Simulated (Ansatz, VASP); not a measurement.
**LiCl: VASP beside Ansatz**

```
CELL_PARAMETERS angstrom
0.00000 2.78513 2.78513
2.78513 0.00000 2.78513
2.78513 2.78513 0.00000
ATOMIC_POSITIONS crystal
Li 0.00000 0.00000 0.00000
Cl 0.25000 0.25000 0.25000
```

Alike in both runs: task single point; functional PBE; k mesh 8 × 8 × 8; occupations gaussian, width 0.02 eV; no spin polarisation.

```csv
,VASP,Ansatz
version,VASP 6.6.1,Ansatz 0.2.0
potentials or method,"VASP PAW PBE potentials, release 64 (Li_sv, Cl), cutoff 520 eV","scalar-relativistic, plane waves, PAW"
valence electrons in the cell,10,10
```

```csv
,VASP,Ansatz,Ansatz less VASP
gap on the k mesh at the Fermi level (eV),5.86,5.86,-0.006
least direct gap on the mesh (eV),5.86,5.86,-0.006
```

Noted on VASP's run: the cutoff is short for stress, so the pressure is rough.
